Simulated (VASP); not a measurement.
# HfB (Fm-3m) in VASP: notebook

The runs below take HfB through single point, with PBE.

All numbers are computed with VASP 6.6.1; they aren't measurements. Logs are shortened: lines on timing, memory, paths and dates and some standing lists are left out, and cuts for length are marked.

## (1) The cell of the first run

The structure is cubic, space group Fm-3m (No. 225). Conventional cell: a = 4.620 Å, b = 4.620 Å, c = 4.620 Å, α = 90.00°, β = 90.00°, γ = 90.00°. Within 3.1 Å of Hf (site symmetry m-3m) lie 6 B at 2.31 Å. B (site symmetry m-3m) has 6 Hf at 2.31 Å within 3.1 Å.

## (2) Single point, PBE

File INCAR:

```
SYSTEM = HfB
ALGO = Normal
EDIFF = 1E-7
ENCUT = 520
GGA = PE
ISIF = 2
ISMEAR = 0
LASPH = .TRUE.
LCHARG = .FALSE.
LREAL = .FALSE.
LWAVE = .FALSE.
NBANDS = 14
NELM = 80
PREC = Accurate
SIGMA = 0.013000000000000001
```

File KPOINTS:

```
k-points
0
G
  10 10 10
  0 0 0
```

File POSCAR:

```
HfB
1.0
    0.0000000000      2.3100000000      2.3100000000
    2.3100000000      0.0000000000      2.3100000000
    2.3100000000      2.3100000000      0.0000000000
Hf B
1 1
Direct
    0.5000000000      0.5000000000      0.5000000000
    0.0000000000      0.0000000000      0.0000000000
```

Potentials or basis: VASP PAW PBE potentials, release 64 (Hf_pv, B).

Command:

```console
> cat potpaw_PBE.64/Hf_pv/POTCAR potpaw_PBE.64/B/POTCAR > POTCAR
> mpirun -np 1 vasp_std > vasp.out
```

OUTCAR:

```text
SYSTEM = HfB
   EDIFF = 1E-7
   ENCUT = 520
   GGA = PE
   ISIF = 2
   ISMEAR = 0
   LASPH = .TRUE.
   LREAL = .FALSE.
   NELM = 80
   PREC = Accurate

 ion  position               nearest neighbor table
   1  0.500  0.500  0.500-   2 2.31   2 2.31   2 2.31   2 2.31   2 2.31   2 2.31
   2  0.000  0.000  0.000-   1 2.31   1 2.31   1 2.31   1 2.31   1 2.31   1 2.31

  LATTYP: Found a face centered cubic cell.
 ALAT       =     4.6200000000

  Lattice vectors:

 A1 = (   0.0000000000,   2.3100000000,   2.3100000000)
 A2 = (   2.3100000000,   0.0000000000,   2.3100000000)
 A3 = (   2.3100000000,   2.3100000000,   0.0000000000)

Analysis of symmetry for initial positions (statically):
=====================================================================
 Subroutine PRICEL returns:
 Original cell was already a primitive cell.

 Routine SETGRP: Setting up the symmetry group for a
 face centered cubic supercell.

 Subroutine GETGRP returns: Found 48 space group operations
 (whereof 48 operations were pure point group operations)
 out of a pool of 48 trial point group operations.

The static configuration has the point symmetry O_h .

Analysis of symmetry for dynamics (positions and initial velocities):
=====================================================================
 Subroutine PRICEL returns:
 Original cell was already a primitive cell.

 Routine SETGRP: Setting up the symmetry group for a
 face centered cubic supercell.

 Subroutine GETGRP returns: Found 48 space group operations
 (whereof 48 operations were pure point group operations)
 out of a pool of 48 trial point group operations.

The dynamic configuration has the point symmetry O_h .

 Subroutine INISYM returns: Found 48 space group operations
 (whereof 48 operations are pure point group operations),
 and found     1 'primitive' translations

----------------------------------------------------------------------------------------

                                     Primitive cell

  volume of cell :      24.6528

  direct lattice vectors                    reciprocal lattice vectors
     0.000000000  2.310000000  2.310000000    -0.216450216  0.216450216  0.216450216
     2.310000000  0.000000000  2.310000000     0.216450216 -0.216450216  0.216450216
     2.310000000  2.310000000  0.000000000     0.216450216  0.216450216 -0.216450216

  length of vectors
     3.266833329  3.266833329  3.266833329     0.374902772  0.374902772  0.374902772

  position of ions in fractional coordinates (direct lattice)
     0.500000000  0.500000000  0.500000000
     0.000000000  0.000000000  0.000000000

  ion indices of the primitive-cell ions
   primitive index   ion index
                 1           1
                 2           2

----------------------------------------------------------------------------------------

 KPOINTS: k-points

Automatic generation of k-mesh.
 Grid dimensions read from file:
 generate k-points for:   10   10   10

 Generating k-lattice:

  Cartesian coordinates                     Fractional coordinates (reciprocal lattice)
    -0.021645022  0.021645022  0.021645022     0.100000000  0.000000000  0.000000000
     0.021645022 -0.021645022  0.021645022     0.000000000  0.100000000  0.000000000
     0.021645022  0.021645022 -0.021645022     0.000000000  0.000000000  0.100000000

  Length of vectors
     0.037490277  0.037490277  0.037490277

  Shift w.r.t. Gamma in fractional coordinates (k-lattice)
     0.000000000  0.000000000  0.000000000

 Subroutine IBZKPT returns following result:
 ===========================================

 Found     47 irreducible k-points:

 Following reciprocal coordinates:
            Coordinates               Weight
  0.000000  0.000000  0.000000      1.000000
  0.100000  0.000000  0.000000      8.000000
  0.200000  0.000000  0.000000      8.000000
  0.300000  0.000000  0.000000      8.000000
  0.400000  0.000000  0.000000      8.000000
  0.500000  0.000000  0.000000      4.000000
[... 16 lines left out ...]
  0.300000  0.300000  0.000000      6.000000
  0.400000  0.300000  0.000000     24.000000
 [... further k-points ...]
   k-points           NKPTS =     47   k-points in BZ     NKDIM =     47   number of bands    NBANDS=     14
   number of dos      NEDOS =    301   number of ions     NIONS =      2
   total plane-waves  NPLWV =  13824
   dimension x,y,z NGX =    24 NGY =   24 NGZ =   24
   dimension x,y,z NGXF=    48 NGYF=   48 NGZF=   48
   ions per type =               1   1
   NGX,Y,Z   is equivalent  to a cutoff of  12.21, 12.21, 12.21 a.u.
   NGXF,Y,Z  is equivalent  to a cutoff of  24.43, 24.43, 24.43 a.u.
 SYSTEM =  HfB
   PREC   = accura    normal or accurate (medium, high low for compatibility)
   ISTART =      0    job   : 0-new  1-cont  2-samecut
   ICHARG =      2    charge: 1-file 2-atom 10-const
   ISPIN  =      1    spin polarized calculation?
   LNONCOLLINEAR =      F non collinear calculations
   LSORBIT =      F    spin-orbit coupling
   LASPH  =      T    aspherical Exc in radial PAW
   ENCUT  =  520.0 eV  38.22 Ry    6.18 a.u.   6.07  6.07  6.07*2*pi/ulx,y,z
   NELM   =     80;   NELMIN=  2; NELMDL= -5     # of ELM steps
   EDIFF  = 0.1E-06   stopping-criterion for ELM
   LREAL  =      F    real-space projection
   EDIFFG = 0.1E-05   stopping-criterion for IOM
   NSW    =      0    number of steps for IOM
   IBRION =     -1    ionic relax: 0-MD 1-quasi-New 2-CG
   NFREE  =      0    steps in history (QN), initial steepest desc. (CG)
   ISIF   =      2    stress and relaxation
   ISYM   =      2    0-nonsym 1-usesym 2-fastsym
   POTIM  = 0.5000    time-step for ionic-motion
   TEBEG  =    0.0;   TEEND  =   0.0 temperature during run
   PSTRESS=    0.0 pullay stress
   NELECT =      13.0000    total number of electrons
   NUPDOWN=      -1.0000    fix difference up-down
   EMIN   =  10.00;   EMAX   =-10.00  energy-range for DOS
   EFERMI =   0.00;   METHOD = LEGACY
   ISMEAR =     0;   SIGMA  =   0.01  broadening in eV -4-tet -1-fermi 0-gaus
   EFERMI_NEDOS =   21; number of points for ismear=-14 and -15
   IALGO  =     38    algorithm
   IMIX   =      4    mixing-type and parameters
     AMIX     =   0.40;   BMIX     =  1.00
     AMIX_MAG =   1.60;   BMIX_MAG =  1.00
  volume/ion in A,a.u.               =      12.33        83.18
  Fermi-wavevector in a.u.,A,eV,Ry     =   1.322617  2.499383 23.800871  1.749315
  Thomas-Fermi vector in A             =   2.452285
   LORBIT       =      0    0 simple, 1 ext, 2 COOP (PROOUT), +10 PAW based schemes
   GGA     = PE    functional components
   LHFCALC =     F    Hartree Fock is set to
   AEXX    =    0.0000 exact exchange contribution
   IVDW    =     0    specifies the selected vdW correction
   LEPSILON=     F    determine dielectric tensor
   LRPA    =     F    only Hartree local field effects (RPA)
 non-spin polarized calculation
 Gauss-broadening in eV      SIGMA  =   0.01
  energy-cutoff  :      520.00
  volume of cell :       24.65
 maximum number of plane-waves:       678
   NGX = 13   NGY = 13   NGZ = 13

 number of electron      13.0000002 magnetization

 Free energy of the ion-electron system (eV)
  ---------------------------------------------------
  ext. energy  EPLUGINS =         0.00000000
  ---------------------------------------------------
  free energy    TOTEN  =       -17.14286088 eV

  energy without entropy =      -17.14262556  energy(sigma->0) =      -17.14274322

 E-fermi :   5.1022     XC(G=0): -12.3045

 val. band max:        5.0805169825   @ k =  -0.2000   0.1000   0.0000
 cond. band min:       5.1109492522   @ k =   0.5000   0.3000   0.1000
 fundamental gap:      0.0304322697
 Fermi energy:         5.1022235867

 k-point     1 :       0.0000    0.0000    0.0000
  band No.  band energies     occupation
      1     -23.1634      2.00000
      2     -23.1634      2.00000
      3     -23.1634      2.00000
      4      -4.4553      2.00000
      5       7.3313      0.00000
      6       7.3313      0.00000
      7       7.3313      0.00000
      8       9.0645      0.00000
      9       9.0645      0.00000
     10       9.0645      0.00000
     11       9.3561      0.00000
     12       9.3561      0.00000
     13      16.8065      0.00000
     14      18.1244      0.00000

 k-point     2 :       0.1000    0.0000    0.0000
  band No.  band energies     occupation
      1     -23.2380      2.00000
      2     -23.1709      2.00000
      3     -23.1709      2.00000
      4      -4.1669      2.00000
      5       6.4144      0.00000
      6       6.9527      0.00000
      7       6.9527      0.00000
      8       8.0548      0.00000
      9       8.0548      0.00000
     10       9.5285      0.00000
     11      11.3255      0.00000
     12      11.3255      0.00000
     13      17.5404      0.00000
     14      18.4397      0.00000

 k-point     3 :       0.2000    0.0000    0.0000
  band No.  band energies     occupation
      1     -23.4282      2.00000
      2     -23.1905      2.00000
      3     -23.1905      2.00000
      4      -3.3607      2.00000
      5       4.8863      2.00000
      6       5.6580      0.00000
      7       5.6580      0.00000
      8       8.6423      0.00000
      9       8.6423      0.00000
     10      10.0328      0.00000
     11      13.7140      0.00000
     12      13.7140      0.00000
     13      18.8364      0.00000
     14      19.4478      0.00000
[... 324 lines left out ...]
 k-point    23 :       0.3000    0.3000    0.0000
  band No.  band energies     occupation
      1     -23.6130      2.00000
      2     -23.3341      2.00000
      3     -23.3341      2.00000
      4      -1.9684      2.00000
      5       2.9852      2.00000
      6       4.8860      2.00000
      7       6.8099      0.00000
      8       6.8099      0.00000
      9      10.5760      0.00000
     10      12.9914      0.00000
     11      12.9914      0.00000
     12      16.6486      0.00000
     13      19.9916      0.00000
     14      20.4274      0.00000

 k-point    24 :       0.4000    0.3000    0.0000
  band No.  band energies     occupation
      1     -23.7077      2.00000
      2     -23.3843      2.00000
      3     -23.3615      2.00000
      4      -1.5106      2.00000
      5       2.9670      2.00000
      6       4.3495      2.00000
      7       6.4704      0.00000
      8       7.2873      0.00000
      9      11.4871      0.00000
     10      13.1157      0.00000
     11      13.3878      0.00000
     12      17.5910      0.00000
     13      18.0569      0.00000
     14      20.3482      0.00000

 [... further k-points ...]
[... 5 lines left out ...]
  --------------------------------------------------------------------------------------
  -------------------------------------------------------------------------------------
  Total        4.6422843      4.6422843      4.6422843     -0.0000000      0.0000000     -0.0000000
  in kB      301.7007464    301.7007464    301.7007464     -0.0000000      0.0000000     -0.0000000
  external PRESSURE =     301.7007464 kB  Pullay stress =       0.0000000 kB

 VOLUME and BASIS-vectors are now :
 -----------------------------------------------------------------------------
  energy-cutoff  :      520.00
  volume of cell :       24.65
      direct lattice vectors                 reciprocal lattice vectors
     0.000000000  2.310000000  2.310000000    -0.216450216  0.216450216  0.216450216
     2.310000000  0.000000000  2.310000000     0.216450216 -0.216450216  0.216450216
     2.310000000  2.310000000  0.000000000     0.216450216  0.216450216 -0.216450216

 POSITION                                       TOTAL-FORCE (eV/Angst)
 -----------------------------------------------------------------------------------
      2.31000      2.31000      2.31000        -0.000000      0.000000     -0.000000
      0.00000      0.00000      0.00000         0.000000     -0.000000      0.000000
 -----------------------------------------------------------------------------------
    total drift:                               -0.000000     -0.000000      0.000000

  FREE ENERGIE OF THE ION-ELECTRON SYSTEM (eV)
  ---------------------------------------------------
  free  energy   TOTEN  =       -17.1428608832 eV

  energy  without entropy=      -17.1426255649  energy(sigma->0) =      -17.14274322
```

Run time: 26 s. Hardware: 1 thread of Intel Xeon 8259CL, shared host; peak memory 0.15 GiB.

Results:

```
Free energy : -17.1429 eV
Pressure    : 30.2 GPa
```

Caveat: spin-orbit coupling is left out, which moves the levels of the heavy elements.

## (3) Single point, PBE

File INCAR:

```
PREC = Accurate
ENCUT = 520
EDIFF = 1E-7
ISMEAR = 0
SIGMA = 0.015
LREAL = F
LASPH = T
NELM = 80
ALGO = Normal
ISIF = 2
LWAVE = F
LCHARG = T
GGA = PE
LELF = T
LVHAR = T
NBANDS = 14
```

File KPOINTS:

```
regular mesh
0
Gamma
  10 10 10
```

POSCAR is that of step 2.

Potentials or basis: VASP PAW PBE potentials, release 64 (Hf_pv, B).

Command:

```console
> cat potpaw_PBE.64/Hf_pv/POTCAR potpaw_PBE.64/B/POTCAR > POTCAR
> mpirun -np 1 vasp_std > vasp.out
```

Run time: 22 s. Hardware: 1 thread of Intel Xeon 8259CL, shared host; peak memory 0.15 GiB.

It converged, with:

| Quantity | Value |
| --- | --- |
| Free energy | -17.1429 eV |
| Pressure | 30.2 GPa |

Levels at points of the mesh, in eV from the Fermi level:
```
           k point  band 4  band 5  band 6  band 7  band 8  band 9  band 10  band 11
(0.00, 0.00, 0.00)   -9.56    2.23    2.23    2.23    3.96    3.96     3.96     4.25
(0.50, 0.00, 0.00)   -5.00   -4.05   -1.35   -1.35    6.57    6.57     7.62     8.48
(0.50, 0.50, 0.00)   -6.72   -1.07   -0.89    2.38    2.38    6.28     7.95     7.95
```

Caveat: spin-orbit coupling is left out, which moves the levels of the heavy elements.

## (4) Single point, PBE

File INCAR:

```
SYSTEM = HfB
ALGO = Normal
EDIFF = 1E-6
ENCUT = 520
GGA = PE
ISIF = 2
ISMEAR = 0
LASPH = .True.
LCHARG = .False.
LREAL = .False.
LWAVE = .False.
NBANDS = 14
NELM = 80
PREC = Accurate
SIGMA = 0.016
```

File KPOINTS:

```
k-points
0
Gamma
  10 10 10
  0 0 0
```

POSCAR is that of step 3.

Command:

```console
> cat potpaw_PBE.64/Hf_pv/POTCAR potpaw_PBE.64/B/POTCAR > POTCAR
> mpirun -np 1 vasp_std > vasp.out
```

It took 17 s on 1 thread of Intel Xeon 8259CL, shared host; peak memory 0.15 GiB.

Results (log left out):

- Free energy: -17.1429 eV
- Pressure: 30.2 GPa

Levels at points of the mesh, in eV from the Fermi level:
| k point | band 4 | band 5 | band 6 | band 7 | band 8 | band 9 | band 10 | band 11 |
| --- | --- | --- | --- | --- | --- | --- | --- | --- |
| (0.00, 0.00, 0.00) | -9.56 | 2.23 | 2.23 | 2.23 | 3.96 | 3.96 | 3.96 | 4.26 |
| (0.50, 0.00, 0.00) | -5.00 | -4.05 | -1.35 | -1.35 | 6.57 | 6.57 | 7.62 | 8.48 |
| (0.50, 0.50, 0.00) | -6.72 | -1.07 | -0.89 | 2.38 | 2.38 | 6.28 | 7.95 | 7.95 |

Caveat: spin-orbit coupling is left out, which moves the levels of the heavy elements.

## (5) Single point, PBE

File INCAR:

```
ALGO     = Normal         # electronic algorithm
EDIFF    = 1E-6           # SCF threshold, eV
ENCUT    = 520            # plane-wave cutoff, eV
GGA      = PE             # functional
ISIF     = 2              # what is computed and relaxed
ISMEAR   = 0              # smearing method
LASPH    = T              # aspherical terms in the spheres
LCHARG   = T              # write CHGCAR
LELF     = T              # ELF
LREAL    = F              # projectors in reciprocal space
LVHAR    = T            
LWAVE    = F              # write WAVECAR
NBANDS   = 14             # bands
NELM     = 60             # most SCF steps
PREC     = Accurate       # precision mode
SIGMA    = 0.017          # smearing width, eV
```

File KPOINTS:

```
k-points
0
Gamma
  10 10 10
```

POSCAR is that of step 4.

Command:

```console
> cat potpaw_PBE.64/Hf_pv/POTCAR potpaw_PBE.64/B/POTCAR > POTCAR
> mpirun -np 1 vasp_std > vasp.out
```

It took 19 s on 1 thread of Intel Xeon 8259CL, shared host; peak memory 0.15 GiB.

It converged, with:

| Property | Result |
| --- | --- |
| Free energy | -17.1429 eV |
| Pressure | 30.2 GPa |

Levels at points of the mesh, in eV from the Fermi level:
| k point | band 5 | band 6 | band 7 | band 8 | band 9 | band 10 |
| --- | --- | --- | --- | --- | --- | --- |
| (0.00, 0.00, 0.00) | 2.23 | 2.23 | 2.23 | 3.96 | 3.96 | 3.96 |
| (0.50, 0.00, 0.00) | -4.05 | -1.35 | -1.35 | 6.57 | 6.57 | 7.62 |
| (0.50, 0.50, 0.00) | -1.07 | -0.89 | 2.38 | 2.38 | 6.28 | 7.95 |

Caveat: spin-orbit coupling is left out, which moves the levels of the heavy elements.

## (6) Single point, PBE

File INCAR:

```
ALGO = Normal
EDIFF = 1E-6
ENCUT = 520
GGA = PE
ISIF = 2
ISMEAR = 0
LASPH = T
LCHARG = F
LREAL = F
LWAVE = F
NBANDS = 14
NELM = 60
PREC = Accurate
SIGMA = 0.018000000000000002
```

KPOINTS is that of step 5.

POSCAR is that of step 5.

Potentials or basis: VASP PAW PBE potentials, release 64 (Hf_pv, B).

Command:

```console
> cat potpaw_PBE.64/Hf_pv/POTCAR potpaw_PBE.64/B/POTCAR > POTCAR
> mpirun -np 1 vasp_std > vasp.out
```

Run time: 24 s. Hardware: 1 thread of Intel Xeon 8259CL, shared host; peak memory 0.15 GiB.

Results (log left out):

- Free energy: -17.1430 eV
- Pressure: 30.2 GPa

Levels at points of the mesh, in eV from the Fermi level:
| k point | band 4 | band 5 | band 6 | band 7 | band 8 | band 9 | band 10 | band 11 |
| --- | --- | --- | --- | --- | --- | --- | --- | --- |
| (0.00, 0.00, 0.00) | -9.56 | 2.23 | 2.23 | 2.23 | 3.96 | 3.96 | 3.96 | 4.26 |
| (0.50, 0.00, 0.00) | -5.00 | -4.05 | -1.35 | -1.35 | 6.57 | 6.57 | 7.62 | 8.48 |
| (0.50, 0.50, 0.00) | -6.72 | -1.07 | -0.89 | 2.38 | 2.38 | 6.28 | 7.95 | 7.95 |

Caveat: spin-orbit coupling is left out, which moves the levels of the heavy elements.

## (7) Overview

| smearing | gap on the mesh (eV) | pressure (GPa) |
| --- | --- | --- |
| gaussian 0.013 eV | none | 30.2 |
| gaussian 0.015 eV | none | 30.2 |
| gaussian 0.016 eV | none | 30.2 |
| gaussian 0.017 eV | none | 30.2 |
| gaussian 0.018 eV | none | 30.2 |

Alike in all rows: task single point; level PBE; potentials or basis VASP PAW PBE potentials, release 64 (Hf_pv, B); no spin polarisation; cell as given; k mesh 10 × 10 × 10; cutoff (eV) 520.

Every run on the cell as given and a fine mesh finds a metal.

Caveats: spin-orbit coupling is left out, which moves the levels of the heavy elements.

Absolute energies hang on the potentials; compare differences alone.
